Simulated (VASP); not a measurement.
A run of VASP 6.6.1:

Contents of INCAR:

```
ALGO = Fast ; EDIFF = 1E-6
ENCUT = 520 ; GGA = PE
ISIF = 2 ; ISMEAR = 0
LASPH = True ; LCHARG = True
LELF = True ; LREAL = False
LVHAR = True ; LWAVE = False
NBANDS = 13 ; NELM = 60
PREC = Accurate ; SIGMA = 0.15
```

File KPOINTS:

```
k-points
0
Gamma
  20 20 20
```

The input POSCAR:

```
Ru
1.0
    0.0333389707      1.9455670751      1.9455670751
    1.9455670751      0.0333389707      1.9455670751
    1.9455670751      1.9455670751      0.0333389707
Ru
1
Direct
    0.0000000000      0.0000000000      0.0000000000
```

Potentials or basis: VASP PAW PBE potentials, release 64 (Ru_pv).

Launch:

```sh
$ cat potpaw_PBE.64/Ru_pv/POTCAR > POTCAR
$ mpirun -np 1 vasp_std > vasp.out
```

Hardware: 1 thread of Intel(R) Xeon(R) Platinum 8488C (Sapphire Rapids), on a shared host.

Question: Estimate the wall time of this run.

Answer: Run time: 83 s on 1 thread of Intel(R) Xeon(R) Platinum 8488C (Sapphire Rapids), with other jobs on the host, peak memory 0.24 GiB. Counts: scf iterations 12, k points 781.
